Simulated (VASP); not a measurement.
# Mg3NbO2 (R-3m) in VASP: further runs

Mg3NbO2 is run at these levels: PBE; tasks: relaxation of cell and atoms, single point.

Everything below comes from runs of VASP 6.6.1. Logs are shortened: lines on timing, memory, paths and dates and some standing lists are left out, and cuts for length are marked.

## Step 1: The cell of the first run

Symmetry: R-3m, No. 166, trigonal system. Conventional cell: a = 7.251 Å, b = 7.251 Å, c = 11.496 Å, α = 90.00°, β = 90.00°, γ = 120.00°. Within 2.9 Å of Mg (site symmetry 2/m) lie 2 O at 2.09 Å and 2 Nb at 2.84 Å. Within 2.6 Å of Nb (site symmetry -3m) lie 2 O at 1.95 Å. Within 2.6 Å of O (site symmetry 3m) lie 1 Nb at 1.95 Å and 3 Mg at 2.09 Å.

The cell was generated, and may not be a known phase.

## Step 2: Relaxation of cell and atoms, PBE

INCAR reads:

```
SYSTEM = Mg3NbO2
  PREC = Accurate
  ENCUT = 600
  EDIFF = 1E-7
  ISMEAR = 0
  SIGMA = 0.1
  LREAL = .False.
  LASPH = .True.
  NELM = 100
  ALGO = Normal
  ISIF = 3
  LWAVE = .False.
  LCHARG = .False.
  GGA = PE
  IBRION = 2
  NSW = 100
  EDIFFG = -0.01
```

KPOINTS reads:

```
regular mesh
0
Gamma
  6 6 6
  0 0 0
```

POSCAR reads:

```
Mg3NbO2
1.0
    3.6256525275      2.0932714628      3.8320113754
   -3.6256525275      2.0932714628      3.8320113754
    0.0000000000     -4.1865429255      3.8320113754
Mg Nb O
3 1 2
Direct
    0.0000000000      0.5000000000      0.0000000000
    0.0000000000      0.0000000000      0.5000000000
    0.5000000000      0.0000000000      0.0000000000
    0.0000000000      0.0000000000      0.0000000000
    0.1696488023      0.1696488023      0.1696488023
    0.8303511977      0.8303511977      0.8303511977
```

Potentials or basis: VASP PAW PBE potentials, release 64 (Mg, Nb_sv, O).

On the command line:

```bash
> cat potpaw_PBE.64/Mg/POTCAR potpaw_PBE.64/Nb_sv/POTCAR potpaw_PBE.64/O/POTCAR > POTCAR
> mpirun -np 1 vasp_std > vasp.out
```

OUTCAR:

```text
SYSTEM = Mg3NbO2
   PREC = Accurate
   ENCUT = 600
   EDIFF = 1E-7
   ISMEAR = 0
   LREAL = .False.
   LASPH = .True.
   NELM = 100
   ISIF = 3
   GGA = PE
   IBRION = 2
   NSW = 100
   EDIFFG = -0.01

 ion  position               nearest neighbor table
   1  0.000  0.500  0.000-   5 2.09   6 2.09   4 2.84   4 2.84   3 3.63   3 3.63   2 3.63   2 3.63

   2  0.000  0.000  0.500-   5 2.09   6 2.09   4 2.84   4 2.84   3 3.63   1 3.63   1 3.63   3 3.63

   3  0.500  0.000  0.000-   5 2.09   6 2.09   4 2.84   4 2.84   1 3.63   1 3.63   2 3.63   2 3.63

   4  0.000  0.000  0.000-   5 1.95   6 1.95   2 2.84   2 2.84   3 2.84   1 2.84   1 2.84   3 2.84

   5  0.170  0.170  0.170-   4 1.95   3 2.09   1 2.09   2 2.09
   6  0.830  0.830  0.830-   4 1.95   3 2.09   1 2.09   2 2.09

  LATTYP: Found a trigonal (rhomboedric) cell.
 ALAT       =     5.6755134436
 COS(alpha) =     0.1838085471

  Lattice vectors:

 A1 = (   3.6256525275,   2.0932714628,   3.8320113754)
 A2 = (  -3.6256525275,   2.0932714628,   3.8320113754)
 A3 = (   0.0000000000,  -4.1865429255,   3.8320113754)

Analysis of symmetry for initial positions (statically):
=====================================================================
 Subroutine PRICEL returns:
 Original cell was already a primitive cell.

 Routine SETGRP: Setting up the symmetry group for a
 trigonal (rhombohedral) supercell.

 Subroutine GETGRP returns: Found 12 space group operations
 (whereof 12 operations were pure point group operations)
 out of a pool of 12 trial point group operations.

The static configuration has the point symmetry D_3d.

Analysis of symmetry for dynamics (positions and initial velocities):
=====================================================================
 Subroutine PRICEL returns:
 Original cell was already a primitive cell.

 Routine SETGRP: Setting up the symmetry group for a
 trigonal (rhombohedral) supercell.

 Subroutine GETGRP returns: Found 12 space group operations
 (whereof 12 operations were pure point group operations)
 out of a pool of 12 trial point group operations.

The dynamic configuration has the point symmetry D_3d.

 Subroutine INISYM returns: Found 12 space group operations
 (whereof 12 operations are pure point group operations),
 and found     1 'primitive' translations

----------------------------------------------------------------------------------------

                                     Primitive cell

  volume of cell :     174.4977

  direct lattice vectors                    reciprocal lattice vectors
     3.625652528  2.093271463  3.832011375     0.137906210  0.079620188  0.086986520
    -3.625652528  2.093271463  3.832011375    -0.137906210  0.079620188  0.086986520
     0.000000000 -4.186542926  3.832011375     0.000000000 -0.159240375  0.086986520

  length of vectors
     5.675513444  5.675513444  5.675513444     0.181450136  0.181450136  0.181450136

  position of ions in fractional coordinates (direct lattice)
     1.000000000  0.500000000  0.000000000
     0.000000000  0.000000000  0.500000000
     0.500000000  1.000000000  0.000000000
     0.000000000  0.000000000  0.000000000
     0.169648802  0.169648802  0.169648802
     0.830351198  0.830351198  0.830351198

  ion indices of the primitive-cell ions
   primitive index   ion index
                 1           1
                 2           2
                 3           3
                 4           4
                 5           5
                 6           6

----------------------------------------------------------------------------------------

 KPOINTS: regular mesh

Automatic generation of k-mesh.
 Grid dimensions read from file:
 generate k-points for:    6    6    6

 Generating k-lattice:

  Cartesian coordinates                     Fractional coordinates (reciprocal lattice)
     0.022984368  0.013270031  0.014497753     0.166666667 -0.000000000  0.000000000
    -0.022984368  0.013270031  0.014497753    -0.000000000  0.166666667  0.000000000
     0.000000000 -0.026540063  0.014497753     0.000000000  0.000000000  0.166666667

  Length of vectors
     0.030241689  0.030241689  0.030241689

  Shift w.r.t. Gamma in fractional coordinates (k-lattice)
     0.000000000  0.000000000  0.000000000

 Subroutine IBZKPT returns following result:
 ===========================================

 Found     32 irreducible k-points:

 Following reciprocal coordinates:
            Coordinates               Weight
  0.000000  0.000000  0.000000      1.000000
  0.166667 -0.000000 -0.000000      6.000000
  0.333333  0.000000 -0.000000      6.000000
  0.500000 -0.000000  0.000000      3.000000
  0.166667  0.166667 -0.000000      6.000000
  0.333333  0.166667  0.000000     12.000000
[... 16 lines left out ...]
  0.500000  0.500000  0.166667      6.000000
 -0.333333  0.500000  0.166667     12.000000
 [... further k-points ...]
   k-points           NKPTS =     32   k-points in BZ     NKDIM =     32   number of bands    NBANDS=     19
   number of dos      NEDOS =    301   number of ions     NIONS =      6
   total plane-waves  NPLWV = 110592
   dimension x,y,z NGX =    48 NGY =   48 NGZ =   48
   dimension x,y,z NGXF=    96 NGYF=   96 NGZF=   96
   ions per type =               3   1   2
   NGX,Y,Z   is equivalent  to a cutoff of  14.06, 14.06, 14.06 a.u.
   NGXF,Y,Z  is equivalent  to a cutoff of  28.12, 28.12, 28.12 a.u.
 SYSTEM =  Mg3NbO2
   PREC   = accura    normal or accurate (medium, high low for compatibility)
   ISTART =      0    job   : 0-new  1-cont  2-samecut
   ICHARG =      2    charge: 1-file 2-atom 10-const
   ISPIN  =      1    spin polarized calculation?
   LNONCOLLINEAR =      F non collinear calculations
   LSORBIT =      F    spin-orbit coupling
   LASPH  =      T    aspherical Exc in radial PAW
   ENCUT  =  600.0 eV  44.10 Ry    6.64 a.u.  11.34 11.34 11.34*2*pi/ulx,y,z
   NELM   =    100;   NELMIN=  2; NELMDL= -5     # of ELM steps
   EDIFF  = 0.1E-06   stopping-criterion for ELM
   LREAL  =      F    real-space projection
   EDIFFG = -.1E-01   stopping-criterion for IOM
   NSW    =    100    number of steps for IOM
   IBRION =      2    ionic relax: 0-MD 1-quasi-New 2-CG
   NFREE  =      1    steps in history (QN), initial steepest desc. (CG)
   ISIF   =      3    stress and relaxation
   ISYM   =      2    0-nonsym 1-usesym 2-fastsym
   POTIM  = 0.5000    time-step for ionic-motion
   TEBEG  =    0.0;   TEEND  =   0.0 temperature during run
   PSTRESS=    0.0 pullay stress
   NELECT =      31.0000    total number of electrons
   NUPDOWN=      -1.0000    fix difference up-down
   EMIN   =  10.00;   EMAX   =-10.00  energy-range for DOS
   EFERMI =   0.00;   METHOD = LEGACY
   ISMEAR =     0;   SIGMA  =   0.10  broadening in eV -4-tet -1-fermi 0-gaus
   EFERMI_NEDOS =   21; number of points for ismear=-14 and -15
   IALGO  =     38    algorithm
   IMIX   =      4    mixing-type and parameters
     AMIX     =   0.40;   BMIX     =  1.00
     AMIX_MAG =   1.60;   BMIX_MAG =  1.00
  volume/ion in A,a.u.               =      29.08       196.26
  Fermi-wavevector in a.u.,A,eV,Ry     =   0.920306  1.739126 11.523627  0.846963
  Thomas-Fermi vector in A             =   2.045596
   LORBIT       =      0    0 simple, 1 ext, 2 COOP (PROOUT), +10 PAW based schemes
   GGA     = PE    functional components
   LHFCALC =     F    Hartree Fock is set to
   AEXX    =    0.0000 exact exchange contribution
   IVDW    =     0    specifies the selected vdW correction
   LEPSILON=     F    determine dielectric tensor
   LRPA    =     F    only Hartree local field effects (RPA)
 conjugate gradient relaxation of ions
 non-spin polarized calculation
 Gauss-broadening in eV      SIGMA  =   0.10
  energy-cutoff  :      600.00
  volume of cell :      174.50
 maximum number of plane-waves:      5865
 NGX is ok and might be reduce to    48
   NGX = 23   NGY = 23   NGZ = 23

--------------------------------------- Ionic step        1  -------------------------------------------

 number of electron      30.9999999 magnetization

 Free energy of the ion-electron system (eV)
  ---------------------------------------------------
  ext. energy  EPLUGINS =         0.00000000
  ---------------------------------------------------
  free energy    TOTEN  =       -28.09872262 eV

  energy without entropy =      -28.07942767  energy(sigma->0) =      -28.08907515

------------------------ aborting loop because EDIFF is reached ----------------------------------------

  FORCE on cell =-STRESS in cart. coord.  units (eV):
  Direction    XX          YY          ZZ          XY          YZ          ZX
  --------------------------------------------------------------------------------------
  -------------------------------------------------------------------------------------
  Total        0.2209814      0.2209814     -0.3318376      0.0000000     -0.0000000      0.0000000
  in kB        2.0289740      2.0289740     -3.0468171      0.0000000     -0.0000000      0.0000000
  external PRESSURE =       0.3370436 kB  Pullay stress =       0.0000000 kB
[... 101 lines left out ...]
  FREE ENERGIE OF THE ION-ELECTRON SYSTEM (eV)
  ---------------------------------------------------
  free  energy   TOTEN  =       -28.0997344717 eV

  energy  without entropy=      -28.0803355092  energy(sigma->0) =      -28.09003499

[... ionic steps 4 to 10 ...]

--------------------------------------- Ionic step       11  -------------------------------------------

 number of electron      30.9999995 magnetization

------------------------ aborting loop because EDIFF is reached ----------------------------------------

  FORCE on cell =-STRESS in cart. coord.  units (eV):
  Direction    XX          YY          ZZ          XY          YZ          ZX
  --------------------------------------------------------------------------------------
  -------------------------------------------------------------------------------------
  Total        0.0376740      0.0376740      0.1308389     -0.0000000      0.0000000      0.0000000
  in kB        0.3499228      0.3499228      1.2152540     -0.0000000      0.0000000      0.0000000
  external PRESSURE =       0.6383665 kB  Pullay stress =       0.0000000 kB
[... 65 lines left out ...]
  energy  without entropy=      -28.0907512217  energy(sigma->0) =      -28.09911825

--------------------------------------- Ionic step       13  -------------------------------------------

 number of electron      30.9999995 magnetization

 Free energy of the ion-electron system (eV)
  ---------------------------------------------------
  ext. energy  EPLUGINS =         0.00000000
  ---------------------------------------------------
  free energy    TOTEN  =       -28.10848407 eV

  energy without entropy =      -28.09162917  energy(sigma->0) =      -28.10005662

 E-fermi :   1.3228     XC(G=0):  -7.1028

 val. band max:        1.3035914858   @ k =  -0.3333   0.5000   0.1667
 cond. band min:       1.3327399937   @ k =  -0.3333   0.3333   0.0000
 fundamental gap:      0.0291485079
 Fermi energy:         1.3227975725

 k-point     1 :       0.0000    0.0000    0.0000
  band No.  band energies     occupation
      1     -53.5603      2.00000
      2     -30.6679      2.00000
      3     -29.3947      2.00000
      4     -29.3947      2.00000
      5     -18.6658      2.00000
      6     -17.6718      2.00000
[... 11 lines left out ...]
     18       2.6813      0.00000
     19       2.6813      0.00000
[... 489 lines left out ...]
      3     -29.3961      2.00000
      4     -29.3954      2.00000
      5     -18.6148      2.00000
      6     -17.7202      2.00000
[... 11 lines left out ...]
     18       2.4075      0.00000
     19       2.6521      0.00000

 [... further k-points ...]
[... 5 lines left out ...]
  --------------------------------------------------------------------------------------
  -------------------------------------------------------------------------------------
  Total        0.0180808      0.0180808      0.0009393      0.0000000      0.0000000     -0.0000000
  in kB        0.1678718      0.1678718      0.0087212      0.0000000      0.0000000     -0.0000000
  external PRESSURE =       0.1148216 kB  Pullay stress =       0.0000000 kB
[... 21 lines left out ...]
  FREE ENERGIE OF THE ION-ELECTRON SYSTEM (eV)
  ---------------------------------------------------
  free  energy   TOTEN  =       -28.1084840667 eV

  energy  without entropy=      -28.0916291656  energy(sigma->0) =      -28.10005662

 reached required accuracy - stopping structural energy minimisation
```

Wall time 36 min (1 thread of Intel Xeon 8259CL, shared host); peak memory 0.45 GiB.

What came out:

- Free energy: -28.1085 eV
- Relaxed volume: 28.76 Å³/atom
- Relaxed cell: a = 5.620 Å, b = 5.620 Å, c = 5.620 Å, α = 81.80°, β = 81.80°, γ = 81.80°
- Space group after relaxing (to 0.1 Å): R-3m (No. 166)
- Energy gained by relaxing: 1.6 meV/atom
- Ionic steps: 13
- Pressure after relaxing: 0.0 GPa
- Band gap on the k mesh: zero (an odd number of electrons rules out a gap without spin polarisation)

Forces in eV/Å, atoms in the order of the input:
```
Mg   0.000  0.000  0.000
Mg   0.000  0.000  0.000
Mg   0.000  0.000  0.000
Nb   0.000  0.000  0.000
O    0.000  0.000 -0.003
O    0.000  0.000  0.003
```

Step by step:
```tsv
step	energy change (eV)	largest force (eV/Å)	pressure (GPa)	volume (Å³)
1	0.0000	0.0073	0.03	174.50
2	-0.0010	0.1099	0.11	174.65
3	-0.0010	0.1348	0.13	174.68
4	-0.0017	0.1189	0.06	174.95
5	-0.0027	0.0706	-0.16	175.75
6	-0.0027	0.0607	-0.21	175.92
7	-0.0036	0.0550	-0.19	175.69
8	-0.0060	0.0404	-0.15	174.99
9	-0.0090	0.0198	-0.05	173.58
10	-0.0077	0.0145	0.22	170.69
11	-0.0097	0.0310	0.06	172.50
12	-0.0088	0.1521	-0.21	172.87
13	-0.0098	0.0025	0.01	172.56
```

Final structure:
```cif
data_structure
_symmetry_space_group_name_H-M 'P 1'
_symmetry_Int_Tables_number 1
_cell_length_a 5.6203
_cell_length_b 5.6203
_cell_length_c 5.6203
_cell_angle_alpha 81.803
_cell_angle_beta 81.803
_cell_angle_gamma 81.803
_cell_volume 172.56
loop_
_atom_site_label
_atom_site_type_symbol
_atom_site_fract_x
_atom_site_fract_y
_atom_site_fract_z
_atom_site_occupancy
Mg1 Mg 0.00000 0.50000 0.00000 1
Mg2 Mg 0.00000 0.00000 0.50000 1
Mg3 Mg 0.50000 0.00000 0.00000 1
Nb1 Nb 0.00000 0.00000 0.00000 1
O1 O 0.17599 0.17599 0.17599 1
O2 O 0.82401 0.82401 0.82401 1
```

Levels at points of the mesh, in eV from the Fermi level:
```tsv
k point	band 13	band 14	band 15	band 16	band 17	band 18
(0.00, 0.00, 0.00)	-3.33	-0.32	-0.32	0.97	0.97	1.36
(0.50, 0.00, 0.00)	-2.60	-0.62	-0.44	-0.17	1.23	1.32
(0.50, 0.50, 0.00)	-2.03	-0.76	-0.38	-0.17	0.22	1.22
(0.50, 0.50, 0.50)	-1.71	-0.63	-0.63	-0.07	0.70	0.70
```

Caveat: an odd number of electrons without spin polarisation forces a metal; a magnetic or distorted state may lie lower.

## Step 3: Single point, PBE, collinear spin

This run uses another cell than the first one, of 14.77 Å³/atom.

INCAR reads:

```
SYSTEM = Mg3NbO2
PREC = Accurate
ENCUT = 520
EDIFF = 1E-6
ISMEAR = 0
SIGMA = 0.1
LREAL = .False.
LASPH = .True.
NELM = 150
ALGO = Normal
ISIF = 2
LWAVE = .False.
LCHARG = .True.
ISPIN = 2
MAGMOM = 0.02 0.02 0.02 0.44 0.03 0.03
LORBIT = 11
LMAXMIX = 4
GGA = PE
LELF = .True.
LVHAR = .True.
NBANDS = 28
```

KPOINTS reads:

```
Automatic mesh
0
Gamma
  6 6 6
  0 0 0
```

POSCAR reads:

```
Mg3NbO2
1.0
    2.4949368600      1.4404524700      4.1100859800
   -2.4949368600      1.4404524700      4.1100859800
    0.0000000000     -2.8809049400      4.1100859800
Mg Nb O
3 1 2
Direct
    0.0000000000      0.5000000000      0.0000000000
    0.0000000000      0.0000000000      0.5000000000
    0.5000000000      0.0000000000      0.0000000000
    0.0000000000      0.0000000000      0.0000000000
    0.3777274200      0.3777274200      0.3777274200
    0.6222725800      0.6222725800      0.6222725800
```

Potentials or basis: VASP PAW PBE potentials, release 64 (Mg, Nb_sv, O).

On the command line:

```bash
> cat potpaw_PBE.64/Mg/POTCAR potpaw_PBE.64/Nb_sv/POTCAR potpaw_PBE.64/O/POTCAR > POTCAR
> mpirun -np 1 vasp_std > vasp.out
```

Wall time 7.5 min (1 thread of Intel Xeon 8259CL, shared host); peak memory 0.36 GiB.

The run converged. Its results:

- Free energy: -19.9691 eV
- Pressure: 13.8 GPa
- Largest force: 0.637 eV/Å
- Net moment: 0.75 μB per cell
- Site moments: Mg +0.01; Nb +0.49; O +0.02 μB
- Valence electrons inside the program's atomic spheres: Mg 0.53; Nb 10.89; O 4.76

Forces on the atoms (eV/Å):
```
Mg   0.000  0.000  0.000
Mg   0.000  0.000  0.000
Mg   0.000  0.000  0.000
Nb   0.000  0.000  0.000
O    0.000  0.000 -0.637
O    0.000  0.000  0.637
```

Stress tensor (GPa, compression positive):
```
 6.97  0.00  0.00
 0.00  6.97  0.00
 0.00  0.00 27.34
```

Levels at points of the mesh, in eV from the Fermi level:
Spin up:
| k point | band 14 | band 15 | band 16 | band 17 | band 18 | band 19 |
| --- | --- | --- | --- | --- | --- | --- |
| (0.00, 0.00, 0.00) | -1.36 | -1.36 | 0.56 | 1.13 | 1.77 | 1.77 |
| (0.50, 0.00, 0.00) | -1.32 | -1.07 | -0.22 | 0.55 | 1.39 | 2.55 |
| (0.50, 0.50, 0.00) | -0.55 | -0.48 | -0.47 | 0.18 | 1.29 | 2.60 |
| (0.50, 0.50, 0.50) | -0.66 | -0.66 | -0.51 | 0.86 | 1.79 | 1.79 |
Spin down:
```
           k point  band 11  band 12  band 13  band 14  band 15  band 16  band 17  band 18  band 19  band 20
(0.00, 0.00, 0.00)    -2.19    -2.19    -2.02    -0.90    -0.90     0.72     1.24     2.01     2.01     4.34
(0.50, 0.00, 0.00)    -2.17    -2.10    -1.80    -1.26    -0.73     0.23     0.82     1.63     2.68     3.01
(0.50, 0.50, 0.00)    -2.00    -1.70    -1.25    -0.47    -0.06     0.01     0.44     1.53     2.77     3.39
(0.50, 0.50, 0.50)    -1.77    -1.77    -1.50    -0.38    -0.15    -0.15     1.00     2.02     2.02     3.14
```

Caveat: the stress differs along the axes, from 7 to 27 GPa; a moment this small can come from the mesh or the smearing.

(Continued in part 2 of 2.)

The gap in the log of VASP goes by the Fermi energy; the results here count the filled bands.